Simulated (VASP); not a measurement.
A run of VASP 6.6.1 is set up as follows.

The input INCAR:

```
PREC     = Accurate       # precision mode
ENCUT    = 600            # plane-wave cutoff, eV
EDIFF    = 1E-6           # SCF threshold, eV
ISMEAR   = 0              # smearing method
SIGMA    = 0.1            # smearing width, eV
LREAL    = F              # projectors in reciprocal space
LASPH    = T              # aspherical terms in the spheres
NELM     = 80             # most SCF steps
ALGO     = Normal         # electronic algorithm
ISIF     = 3              # what is computed and relaxed
LWAVE    = F              # write WAVECAR
LCHARG   = F              # write CHGCAR
GGA      = PE             # functional
IBRION   = 2              # ionic algorithm
NSW      = 90             # ionic steps
EDIFFG   = -0.04          # ionic threshold
```

The input KPOINTS:

```
Automatic mesh
0
Gamma
  4 4 4
```

File POSCAR:

```
ZrS4
1.0
    4.9604588500      0.0000000000      0.0000000000
    0.0000000000      4.9604588500      0.0000000000
    0.0000000000      0.0000000000      4.9604588500
Zr S
1 4
Direct
    0.5000000000      0.5000000000      0.5000000000
    0.0000000000      0.5000000000      0.5000000000
    0.5000000000      0.0000000000      0.5000000000
    0.5000000000      0.5000000000      0.0000000000
    0.0000000000      0.0000000000      0.0000000000
```

Potentials or basis: VASP PAW PBE potentials, release 64 (Zr_sv, S).

Run with:

```sh
$ cat potpaw_PBE.64/Zr_sv/POTCAR potpaw_PBE.64/S/POTCAR > POTCAR
$ mpirun -np 1 vasp_std > vasp.out
```

**Question.** Predict the band gap on the k mesh.

**Answer.** Zero (bands 18 and 19 overlap by 0.82 eV).

Final structure:
```xyz
5
Lattice="4.9605 0.0000 0.0000 0.0000 4.9605 0.0000 0.0000 0.0000 4.9605" Properties=species:S:1:pos:R:3 pbc="T T T"
Zr    2.4802    2.4802    2.4802
S     0.0000    2.4802    2.4802
S     2.4802    0.0000    2.4802
S     2.4802    2.4802    0.0000
S     0.0000    0.0000    0.0000
```

Caveat: the relaxation stopped at its first step, so nothing moved.
